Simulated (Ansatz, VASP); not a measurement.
One calculation of Ti, two programs

```
Ti
1.0
     2.10709    0.00000    0.00000
    -1.05354    1.82479    0.00000
     0.00000    0.00000    2.07147
Ti
1
Cartesian
  0.0000 0.0000 0.0000
```

Change from the starting cell: volume scaled by 0.45, LAPW.

Alike in both runs: task single point; functional PBE; k mesh 15 × 15 × 14; occupations fermi-dirac, width 0.08 eV; no spin polarisation.

```csv
,VASP,Ansatz
version,VASP 6.6.1,Ansatz 0.2.0
potentials or method,"VASP PAW PBE potentials, release 64 (Ti_sv), cutoff 520 eV","all-electron LAPW, scalar-relativistic"
```

|  | VASP | Ansatz | Ansatz less VASP |
| --- | --- | --- | --- |
| pressure (GPa) | 299.4 | 293.6 | -5.78 |
| traceless stress, the component that is largest in VASP (GPa) | -1.61 | -0.04 | +1.570 |

Both programs put the cell under a high pressure, so it lies far from rest at this level. Ansatz ran all-electron here, and VASP with PAW potentials.

Noted on VASP's run: the cell as given lies far from equilibrium.
